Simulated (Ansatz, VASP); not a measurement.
# Two plane-wave programs on SnTe

```
Sn Te
1.0
     0.00000    3.22093    3.22093
     3.22093    0.00000    3.22093
     3.22093    3.22093    0.00000
Sn Te
1 1
Direct
  0.00000 0.00000 0.00000
  0.50000 0.50000 0.50000
```

Alike in both runs: task single point; functional r2SCAN; k mesh 6 × 6 × 6; occupations fermi-dirac, width 0.02 eV; no spin polarisation.

|  | VASP | Ansatz |
| --- | --- | --- |
| version | VASP 6.6.1 | Ansatz 0.2.0 |
| potentials or method | VASP PAW PBE potentials, release 64 (Sn_d, Te) | plane waves, PAW |
| plane-wave cutoff (eV) | 520 | 500 |
| valence electrons in the cell | 20 | 30 |

|  | VASP | Ansatz | Ansatz less VASP |
| --- | --- | --- | --- |
| pressure (GPa) | -1.2 | -1.2 | 0.00 |

VASP's potentials were made for PBE, not for r2SCAN. With one functional, cell and mesh, what is left measures potentials, basis and numerics. VASP's potentials hold 20 valence electrons a cell and Ansatz's 30, so a difference there can come from the potentials and not from the codes.

Neither program's run includes spin-orbit coupling.
